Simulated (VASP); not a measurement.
Input of a VASP 6.6.1 run:

File INCAR:

```
SYSTEM = KMo2
PREC     = Accurate       ! precision mode
ENCUT    = 520            ! plane-wave cutoff, eV
EDIFF    = 1E-6           ! SCF threshold, eV
ISMEAR   = 0              ! smearing method
SIGMA    = 0.1            ! smearing width, eV
LREAL    = .False.        ! projectors in reciprocal space
LASPH    = .True.         ! aspherical terms in the spheres
NELM     = 80             ! most SCF steps
ALGO     = Normal         ! electronic algorithm
ISIF     = 2              ! what is computed and relaxed
LWAVE    = .False.        ! write WAVECAR
LCHARG   = .False.        ! write CHGCAR
GGA      = PE             ! functional
NBANDS   = 26             ! bands
```

File KPOINTS:

```
Automatic mesh
0
Gamma
  4 4 4
  0 0 0
```

POSCAR

```
KMo2
1.0
    3.2624746883      0.0000000000      0.0000000000
    0.0000000000      3.2624746883      0.0000000000
    0.0000000000      0.0000000000      7.3976463093
K Mo
1 2
Direct
    0.0000000000      0.0000000000      0.0000000000
    0.5000000000      0.0000000000      0.5708675394
    0.0000000000      0.5000000000      0.4291324606
```

Potentials or basis: VASP PAW PBE potentials, release 64 (K_sv, Mo_sv).

The run is started by

```console
$ cat potpaw_PBE.64/K_sv/POTCAR potpaw_PBE.64/Mo_sv/POTCAR > POTCAR
$ mpirun -np 1 vasp_std > vasp.out
```

(1) What does it give for the largest force?

(2) Predict the band gap on the k mesh.

(3) Predict the pressure.

## Answers

(1) 0.023 eV/Å.

(2) zero (an odd number of electrons rules out a gap without spin polarisation).

(3) 0.2 GPa.

Caveat: the k points lie up to 0.48 Å⁻¹ apart, too coarse for converged energies and pressures of a metal; the cell differs from its parent crystal (atoms taken out).
